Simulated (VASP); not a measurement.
Runs of VASP 6.6.1 on Rb. The structure is that of space group Pm-3m (No. 221), or close to it. The cells are those of the table. This isn't the form of Rb at room conditions, which is bcc.

```tsv
cell	k mesh	gap on the mesh (eV)	pressure (GPa)
a = 4.905 Å, 1 atom	8 × 8 × 8	none	-0.1
a = 4.781 Å, 1 atom	7 × 7 × 7	none	0.0
a = 4.781 Å, 1 atom	8 × 8 × 8	none	0.0
a = 4.965 Å, 1 atom	8 × 8 × 8	none	(a)
a = 4.781 Å, 1 atom	11 × 11 × 11	none	0.0
```

Alike in all rows: task single point; level RPBE; potentials or basis VASP PAW PBE potentials, release 64 (Rb_sv); no spin polarisation; cutoff (eV) 520; smearing fermi-dirac 0.1 eV.

**Question.** Fill in the values left out.

**Answer.** (a) -0.2.

Caveats: the PAW data sets were made with another functional, which shifts forces and pressure a little.

A k mesh can miss the band edges, and the runs leave out spin-orbit coupling on Rb.

A gap of «none» marks levels without a gap at the run's occupations.
